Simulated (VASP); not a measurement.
MnCo:

```
Mn Co
1.0
     2.85360    0.00000    0.00000
     0.00000    2.85360    0.00000
     0.00000    0.00000    2.85360
Mn Co
1 1
Direct
  0.00000 0.00000 0.00000
  0.50000 0.50000 0.50000
```

Base run:

* Program: VASP 6.6.1
* Functional: PBEsol
* Potentials or basis: VASP PAW PBE potentials, release 64 (Mn_pv, Co)
* Cutoff: 520 eV
* k mesh: 11 × 11 × 11
* Occupations: fermi-dirac, width 0.1 eV
* Spin: collinear spin, ferromagnetic start
* Starting moments: [2.8, 1.8] μB

Its results: pressure -9.3 GPa; net moment 4.04 μB per cell; site moments Mn +2.80; Co +1.21 μB.

Question: The run is repeated on the same cell with these changes: functional from PBEsol to BLYP. What comes out?

Answer: Pressure 8.3 GPa; net moment 4.06 μB per cell; site moments Mn +2.81; Co +1.22 μB.

BLYP binds less tightly than PBEsol, so the same cell stands under more pressure.

Caveats: the PAW data sets were made with another functional, which shifts forces and pressure a little.
